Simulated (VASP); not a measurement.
Wanted: the native input for a VASP 6.6.1 run.

| Item | Value |
| --- | --- |
| Task | single point |
| Functional | PBE |
| Potentials or basis | VASP PAW PBE potentials, release 64 (Ga_d) |
| Cutoff | 520 eV |
| k mesh | 17 × 17 × 15 |
| Occupations | fermi-dirac, width 0.05 eV |
| Spin | no spin polarisation |
| Dipole correction | no |
| Further INCAR settings | ALGO = Normal; EDIFF = 1e-07; NBANDS = 12 |

The structure of Ga lies in POSCAR:

```
Ga
1.0
    2.4693257344      0.0000000000      0.0000000000
   -1.2346628672      2.1384988162      0.0000000000
    0.0000000000      0.0000000000      2.3852665970
Ga
1
Direct
    0.0000000000      0.0000000000      0.0000000000
```

This cell differs from its parent crystal: volume scaled by 0.65.

One way to write it, as run:

INCAR

```
ALGO = Normal
EDIFF = 1E-7
ENCUT = 520
GGA = PE
ISIF = 2
ISMEAR = -1
LASPH = True
LCHARG = True
LELF = True
LREAL = False
LVHAR = True
LWAVE = False
NBANDS = 12
NELM = 100
PREC = Accurate
SIGMA = 0.05
```

KPOINTS

```
k-points
0
Gamma
  17 17 15
```

Potentials or basis: VASP PAW PBE potentials, release 64 (Ga_d).

Launch:

```sh
$ cat potpaw_PBE.64/Ga_d/POTCAR > POTCAR
$ mpirun -np 1 vasp_std > vasp.out
```

Results of the run:

```json
{"Pressure": "62.3 GPa"}
```

It took 29 s on 1 thread of Intel(R) Xeon(R) Platinum 8488C (Sapphire Rapids), on a shared host, peak memory 0.15 GiB.
